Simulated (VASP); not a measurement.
# HfBeC2N (Pc) in VASP: single point with PBE

Aim: the single point of HfBeC2N with PBE.

All numbers are computed with VASP 6.6.1; they aren't measurements. Logs are shortened: lines on timing, memory, paths and dates and some standing lists are left out, and cuts for length are marked.

### Step 1. The cell of the first run

It takes space group Pc (No. 7, monoclinic). The conventional cell has a = 3.225 Å, b = 4.793 Å, c = 6.424 Å, α = 90.00°, β = 91.55°, γ = 90.00°. Hf (site symmetry 1) has 4 N at 2.24 to 2.38 Å and 4 C at 2.47 to 2.52 Å and 3 Be at 2.80 to 2.92 Å within 3.0 Å. Be (site symmetry 1) has 1 N at 1.73 Å and 4 C at 1.75 to 2.04 Å within 2.3 Å. C (site symmetry 1) has 1 C at 1.29 Å and 1 Be at 1.76 Å within 1.8 Å. C (site symmetry 1) has 1 C at 1.29 Å and 1 Be at 1.75 Å within 1.8 Å. Within 2.4 Å of N (site symmetry 1) lie 1 Be at 1.73 Å and 4 Hf at 2.24 to 2.38 Å.

### Step 2. Single point, PBE

INCAR reads:

```
SYSTEM = HfBeC2N
PREC = Accurate ; ENCUT = 520
EDIFF = 1E-6 ; ISMEAR = 0
SIGMA = 0.1 ; LREAL = .False.
LASPH = .True. ; NELM = 100
ALGO = Normal ; ISIF = 2
LWAVE = .False. ; LCHARG = .True.
GGA = PE ; LELF = .True.
LVHAR = .True. ; NBANDS = 36
```

KPOINTS reads:

```
Automatic mesh
0
Gamma
  12 8 6
  0 0 0
```

POSCAR reads:

```
HfBeC2N
1.0
    3.2247046072      0.0000000000      0.0001237561
    0.0000000000      4.7927943739      0.0000000000
   -0.1744550156      0.0000000000      6.4221254656
Hf Be C N
2 2 4 2
Direct
    0.5918926329      0.9991508159      0.2042920562
    0.5918926329      0.0008491841      0.7042920562
    0.0454615338      0.6115624216      0.4783666487
    0.0454615338      0.3884375784      0.9783666487
    0.7877017642      0.4928396442      0.2510660714
    0.7877017642      0.5071603558      0.7510660714
    0.5003017631      0.5017296073      0.1065255163
    0.5003017631      0.4982703927      0.6065255163
    0.0760079788      0.9719888808      0.4618418427
    0.0760079788      0.0280111192      0.9618418427
```

Potentials or basis: VASP PAW PBE potentials, release 64 (Hf_pv, Be, C, N).

On the command line:

```console
$ cat potpaw_PBE.64/Hf_pv/POTCAR potpaw_PBE.64/Be/POTCAR potpaw_PBE.64/C/POTCAR potpaw_PBE.64/N/POTCAR > POTCAR
$ mpirun -np 1 vasp_std > vasp.out
```

OUTCAR:

```text
SYSTEM = HfBeC2N
   PREC = Accurate
   ENCUT = 520
   EDIFF = 1E-6
   ISMEAR = 0
   LREAL = .False.
   LASPH = .True.
   NELM = 100
   ISIF = 2
   GGA = PE

 ion  position               nearest neighbor table
   1  0.592  0.999  0.204-  10 2.24   9 2.25  10 2.25   9 2.38   5 2.47   7 2.48   7 2.50   5 2.52
                             4 2.80   3 2.92   4 2.92   2 3.21   2 3.21
   2  0.592  0.001  0.704-   9 2.24  10 2.25   9 2.25  10 2.38   6 2.47   8 2.48   8 2.50   6 2.52
                             3 2.80   4 2.92   3 2.92   1 3.21   1 3.21
   3  0.045  0.612  0.478-   9 1.73   8 1.75   5 1.76   6 2.02   8 2.04   2 2.80   1 2.92   2 2.92

   4  0.045  0.388  0.978-  10 1.73   7 1.75   6 1.76   5 2.02   7 2.04   1 2.80   2 2.92   1 2.92

   5  0.788  0.493  0.251-   7 1.29   3 1.76   4 2.02   1 2.47   1 2.52
   6  0.788  0.507  0.751-   8 1.29   4 1.76   3 2.02   2 2.47   2 2.52
   7  0.500  0.502  0.107-   5 1.29   4 1.75   4 2.04   1 2.48   1 2.50
   8  0.500  0.498  0.607-   6 1.29   3 1.75   3 2.04   2 2.48   2 2.50
   9  0.076  0.972  0.462-   3 1.73   2 2.24   1 2.25   2 2.25   1 2.38
  10  0.076  0.028  0.962-   4 1.73   1 2.24   2 2.25   1 2.25   2 2.38

  LATTYP: Found a simple monoclinic cell.
 ALAT       =     3.2247046096
 B/A-ratio  =     1.4862739240
 C/A-ratio  =     1.9922738093
 COS(beta)  =    -0.0271163045

  Lattice vectors:

 A1 = (   3.2247046072,   0.0000000000,   0.0001237561)
 A2 = (   0.0000000000,   4.7927943739,   0.0000000000)
 A3 = (  -0.1744550156,   0.0000000000,   6.4221254656)

Analysis of symmetry for initial positions (statically):
=====================================================================
 Subroutine PRICEL returns:
 Original cell was already a primitive cell.

 Routine SETGRP: Setting up the symmetry group for a
 simple monoclinic supercell.

 Subroutine GETGRP returns: Found  2 space group operations
 (whereof  1 operations were pure point group operations)
 out of a pool of  4 trial point group operations.

The static configuration has the point symmetry C_1 .
 The point group associated with its full space group is C_1h.

Analysis of symmetry for dynamics (positions and initial velocities):
=====================================================================
 Subroutine PRICEL returns:
 Original cell was already a primitive cell.

 Routine SETGRP: Setting up the symmetry group for a
 simple monoclinic supercell.

 Subroutine GETGRP returns: Found  2 space group operations
 (whereof  1 operations were pure point group operations)
 out of a pool of  4 trial point group operations.

The dynamic configuration has the point symmetry C_1 .
 The point group associated with its full space group is C_1h.

 Subroutine INISYM returns: Found  2 space group operations
 (whereof  1 operations are pure point group operations),
 and found     1 'primitive' translations

----------------------------------------------------------------------------------------

                                     Primitive cell

  volume of cell :      99.2563

  direct lattice vectors                    reciprocal lattice vectors
     3.224704607  0.000000000  0.000123756     0.310105600  0.000000000  0.008423921
     0.000000000  4.792794374  0.000000000     0.000000000  0.208646548  0.000000000
    -0.174455016  0.000000000  6.422125466    -0.000005976  0.000000000  0.155711526

  length of vectors
     3.224704610  4.792794374  6.424494536     0.310219996  0.208646548  0.155711526

  position of ions in fractional coordinates (direct lattice)
     0.591892633  0.999150816  0.204292056
     0.591892633  0.000849184  0.704292056
     0.045461534  0.611562422  0.478366649
     0.045461534  0.388437578  0.978366649
     0.787701764  0.492839644  0.251066071
     0.787701764  0.507160356  0.751066071
     0.500301763  0.501729607  0.106525516
     0.500301763  0.498270393  0.606525516
     0.076007979  0.971988881  0.461841843
     0.076007979  0.028011119  0.961841843

  ion indices of the primitive-cell ions
   primitive index   ion index
                 1           1
                 2           2
                 3           3
                 4           4
                 5           5
                 6           6
                 7           7
                 8           8
                 9           9
                10          10

----------------------------------------------------------------------------------------

 KPOINTS: Automatic mesh

Automatic generation of k-mesh.
 Grid dimensions read from file:
 generate k-points for:   12    8    6

 Generating k-lattice:

  Cartesian coordinates                     Fractional coordinates (reciprocal lattice)
     0.025842133  0.000000000  0.000701993     0.083333333  0.000000000  0.000000000
     0.000000000  0.026080818  0.000000000     0.000000000  0.125000000  0.000000000
    -0.000000996  0.000000000  0.025951921    -0.000000000  0.000000000  0.166666667

  Length of vectors
     0.025851666  0.026080818  0.025951921

  Shift w.r.t. Gamma in fractional coordinates (k-lattice)
     0.000000000  0.000000000  0.000000000

 Subroutine IBZKPT returns following result:
 ===========================================

 Found    190 irreducible k-points:

 Following reciprocal coordinates:
            Coordinates               Weight
  0.000000  0.000000  0.000000      1.000000
  0.083333  0.000000 -0.000000      2.000000
  0.166667  0.000000  0.000000      2.000000
  0.250000  0.000000 -0.000000      2.000000
  0.333333  0.000000 -0.000000      2.000000
  0.416667  0.000000 -0.000000      2.000000
[... 16 lines left out ...]
  0.083333  0.375000 -0.000000      4.000000
  0.166667  0.375000  0.000000      4.000000
 [... further k-points ...]
   k-points           NKPTS =    190   k-points in BZ     NKDIM =    190   number of bands    NBANDS=     36
   number of dos      NEDOS =    301   number of ions     NIONS =     10
   total plane-waves  NPLWV =  41472
   dimension x,y,z NGX =    24 NGY =   36 NGZ =   48
   dimension x,y,z NGXF=    48 NGYF=   72 NGZF=   96
   ions per type =               2   2   4   2
   NGX,Y,Z   is equivalent  to a cutoff of  12.37, 12.49, 12.42 a.u.
   NGXF,Y,Z  is equivalent  to a cutoff of  24.75, 24.97, 24.84 a.u.
 SYSTEM =  HfBeC2N
   PREC   = accura    normal or accurate (medium, high low for compatibility)
   ISTART =      0    job   : 0-new  1-cont  2-samecut
   ICHARG =      2    charge: 1-file 2-atom 10-const
   ISPIN  =      1    spin polarized calculation?
   LNONCOLLINEAR =      F non collinear calculations
   LSORBIT =      F    spin-orbit coupling
   LASPH  =      T    aspherical Exc in radial PAW
   ENCUT  =  520.0 eV  38.22 Ry    6.18 a.u.   6.00  8.91 11.95*2*pi/ulx,y,z
   NELM   =    100;   NELMIN=  2; NELMDL= -5     # of ELM steps
   EDIFF  = 0.1E-05   stopping-criterion for ELM
   LREAL  =      F    real-space projection
   EDIFFG = 0.1E-04   stopping-criterion for IOM
   NSW    =      0    number of steps for IOM
   IBRION =     -1    ionic relax: 0-MD 1-quasi-New 2-CG
   NFREE  =      0    steps in history (QN), initial steepest desc. (CG)
   ISIF   =      2    stress and relaxation
   ISYM   =      2    0-nonsym 1-usesym 2-fastsym
   POTIM  = 0.5000    time-step for ionic-motion
   TEBEG  =    0.0;   TEEND  =   0.0 temperature during run
   PSTRESS=    0.0 pullay stress
   NELECT =      50.0000    total number of electrons
   NUPDOWN=      -1.0000    fix difference up-down
   EMIN   =  10.00;   EMAX   =-10.00  energy-range for DOS
   EFERMI =   0.00;   METHOD = LEGACY
   ISMEAR =     0;   SIGMA  =   0.10  broadening in eV -4-tet -1-fermi 0-gaus
   EFERMI_NEDOS =   21; number of points for ismear=-14 and -15
   IALGO  =     38    algorithm
   IMIX   =      4    mixing-type and parameters
     AMIX     =   0.40;   BMIX     =  1.00
     AMIX_MAG =   1.60;   BMIX_MAG =  1.00
  volume/ion in A,a.u.               =       9.93        66.98
  Fermi-wavevector in a.u.,A,eV,Ry     =   1.302603  2.461563 23.086030  1.696775
  Thomas-Fermi vector in A             =   2.433660
   LORBIT       =      0    0 simple, 1 ext, 2 COOP (PROOUT), +10 PAW based schemes
   GGA     = PE    functional components
   LHFCALC =     F    Hartree Fock is set to
   AEXX    =    0.0000 exact exchange contribution
   IVDW    =     0    specifies the selected vdW correction
   LEPSILON=     F    determine dielectric tensor
   LRPA    =     F    only Hartree local field effects (RPA)
 non-spin polarized calculation
 Gauss-broadening in eV      SIGMA  =   0.10
  energy-cutoff  :      520.00
  volume of cell :       99.26
 maximum number of plane-waves:      2702
   NGX = 11   NGY = 17   NGZ = 23

 number of electron      50.0000001 magnetization

 Free energy of the ion-electron system (eV)
  ---------------------------------------------------
  ext. energy  EPLUGINS =         0.00000000
  ---------------------------------------------------
  free energy    TOTEN  =       -82.96228263 eV

  energy without entropy =      -82.95260191  energy(sigma->0) =      -82.95744227

 E-fermi :   6.7262     XC(G=0): -11.5819

 val. band max:        6.7237301831   @ k =   0.5000   0.1250   0.3333
 cond. band min:       6.7272840882   @ k =   0.1667   0.2500   0.1667
 fundamental gap:      0.0035539052
 Fermi energy:         6.7262021560

 k-point     1 :       0.0000    0.0000    0.0000
  band No.  band energies     occupation
      1     -25.3043      2.00000
      2     -25.2112      2.00000
      3     -25.2062      2.00000
      4     -24.8730      2.00000
      5     -24.7447      2.00000
      6     -24.7326      2.00000
[... 28 lines left out ...]
     35      10.8405      0.00000
     36      11.0143      0.00000

 k-point     2 :       0.0833    0.0000   -0.0000
  band No.  band energies     occupation
      1     -25.2994      2.00000
      2     -25.2086      2.00000
      3     -25.2028      2.00000
      4     -24.8904      2.00000
      5     -24.7710      2.00000
      6     -24.7422      2.00000
[... 28 lines left out ...]
     35      10.9079      0.00000
     36      11.3542      0.00000

 k-point     3 :       0.1667    0.0000    0.0000
  band No.  band energies     occupation
      1     -25.2862      2.00000
      2     -25.2017      2.00000
      3     -25.1938      2.00000
      4     -24.9523      2.00000
      5     -24.8411      2.00000
      6     -24.7531      2.00000
[... 28 lines left out ...]
     35      11.1771      0.00000
     36      12.2269      0.00000

 k-point     4 :       0.2500    0.0000   -0.0000
  band No.  band energies     occupation
      1     -25.2692      2.00000
      2     -25.1923      2.00000
      3     -25.1838      2.00000
      4     -25.0513      2.00000
      5     -24.9317      2.00000
      6     -24.7513      2.00000
[... 28 lines left out ...]
     35      12.3562      0.00000
     36      12.8332      0.00000

 k-point     5 :       0.3333    0.0000   -0.0000
  band No.  band energies     occupation
      1     -25.2540      2.00000
      2     -25.1845      2.00000
      3     -25.1823      2.00000
      4     -25.1524      2.00000
      5     -25.0102      2.00000
      6     -24.7430      2.00000
[... 655 lines left out ...]
 k-point    22 :       0.0000    0.3750    0.0000
  band No.  band energies     occupation
      1     -25.3116      2.00000
      2     -25.2242      2.00000
      3     -25.2131      2.00000
      4     -24.8726      2.00000
      5     -24.7445      2.00000
      6     -24.7325      2.00000
[... 28 lines left out ...]
     35      10.7619      0.00000
     36      11.1877      0.00000

 k-point    23 :       0.0833    0.3750   -0.0000
  band No.  band energies     occupation
      1     -25.3068      2.00000
      2     -25.2216      2.00000
      3     -25.2094      2.00000
      4     -24.8900      2.00000
      5     -24.7707      2.00000
      6     -24.7421      2.00000
[... 28 lines left out ...]
     35      10.8951      0.00000
     36      11.3382      0.00000

 k-point    24 :       0.1667    0.3750    0.0000
  band No.  band energies     occupation
      1     -25.2941      2.00000
      2     -25.2144      2.00000
      3     -25.1996      2.00000
      4     -24.9518      2.00000
      5     -24.8408      2.00000
      6     -24.7530      2.00000
[... 28 lines left out ...]
     35      11.0859      0.00000
     36      11.9577      0.00000

 [... further k-points ...]

------------------------ aborting loop because EDIFF is reached ----------------------------------------

  FORCE on cell =-STRESS in cart. coord.  units (eV):
  Direction    XX          YY          ZZ          XY          YZ          ZX
  --------------------------------------------------------------------------------------
  -------------------------------------------------------------------------------------
  Total       -0.6158321     -0.4253272     -0.6061506      0.0000000      0.0000000      0.0708993
  in kB       -9.9406528     -6.8655562     -9.7843755      0.0000000      0.0000000      1.1444440
  external PRESSURE =      -8.8635282 kB  Pullay stress =       0.0000000 kB

 VOLUME and BASIS-vectors are now :
 -----------------------------------------------------------------------------
  energy-cutoff  :      520.00
  volume of cell :       99.26
      direct lattice vectors                 reciprocal lattice vectors
     3.224704607  0.000000000  0.000123756     0.310105600  0.000000000  0.008423921
     0.000000000  4.792794374  0.000000000     0.000000000  0.208646548  0.000000000
    -0.174455016  0.000000000  6.422125466    -0.000005976  0.000000000  0.155711526

 POSITION                                       TOTAL-FORCE (eV/Angst)
 -----------------------------------------------------------------------------------
      1.87304      4.78872      1.31206         0.012708      0.009830     -0.016961
      1.78581      0.00407      4.52313         0.012708     -0.009830     -0.016961
      0.06315      2.93109      3.07214         0.006957     -0.012313     -0.009818
     -0.02408      1.86170      6.28320         0.006957      0.012313     -0.009818
      2.49631      2.36208      1.61248         0.055605      0.004785      0.072813
      2.40908      2.43072      4.82354         0.055605     -0.004785      0.072813
      1.59474      2.40469      0.68418        -0.068637     -0.003993     -0.057067
      1.50751      2.38811      3.89524        -0.068637      0.003993     -0.057067
      0.16453      4.65854      2.96602        -0.006632      0.036660      0.011033
      0.07731      0.13425      6.17708        -0.006632     -0.036660      0.011033
 -----------------------------------------------------------------------------------
    total drift:                                0.000047      0.000000     -0.000170

  FREE ENERGIE OF THE ION-ELECTRON SYSTEM (eV)
  ---------------------------------------------------
  free  energy   TOTEN  =       -82.9622826334 eV

  energy  without entropy=      -82.9526019069  energy(sigma->0) =      -82.95744227
```

It took 5.4 min on 1 thread of Intel Xeon Platinum 8488C (Sapphire Rapids), shared host; peak memory 0.65 GiB.

What came out:

| Property | Result |
| --- | --- |
| Free energy | -82.9623 eV |
| Pressure | -0.9 GPa |
| Largest force | 0.092 eV/Å |
| Band gap on the k mesh | zero (bands 25 and 26 overlap by 2.17 eV) |

Forces in eV/Å, atoms in the order of the input:
```
Hf   0.013  0.010 -0.017
Hf   0.013 -0.010 -0.017
Be   0.007 -0.012 -0.010
Be   0.007  0.012 -0.010
C    0.056  0.005  0.073
C    0.056 -0.005  0.073
C   -0.069 -0.004 -0.057
C   -0.069  0.004 -0.057
N   -0.007  0.037  0.011
N   -0.007 -0.037  0.011
```

Levels at points of the mesh, in eV from the Fermi level:
| k point | band 22 | band 23 | band 24 | band 25 | band 26 | band 27 | band 28 | band 29 |
| --- | --- | --- | --- | --- | --- | --- | --- | --- |
| (0.00, 0.00, 0.00) | -2.96 | -2.50 | -2.20 | -1.65 | -0.15 | 0.14 | 0.67 | 1.90 |
| (0.50, 0.00, 0.00) | -3.33 | -3.21 | -3.14 | -2.70 | -0.50 | 0.78 | 2.25 | 2.46 |
| (0.00, 0.50, 0.00) | -2.87 | -2.70 | -2.57 | -1.66 | -1.04 | 0.55 | 1.87 | 2.74 |
| (0.50, 0.50, 0.00) | -3.71 | -3.42 | -2.65 | 0.56 | 1.10 | 1.15 | 1.25 | 1.94 |
| (0.00, 0.00, 0.50) | -3.54 | -3.15 | -3.15 | -0.05 | -0.05 | 0.56 | 0.56 | 2.00 |
| (0.50, 0.00, 0.50) | -4.42 | -3.29 | -3.29 | -0.89 | -0.89 | 0.86 | 0.86 | 3.07 |
| (0.00, 0.50, 0.50) | -3.66 | -3.26 | -3.26 | 0.34 | 0.34 | 1.34 | 1.34 | 2.06 |
| (0.50, 0.50, 0.50) | -4.10 | -3.11 | -3.11 | 0.82 | 0.82 | 1.95 | 1.95 | 2.07 |

Caveat: spin-orbit coupling is left out, which moves the levels of the heavy elements.
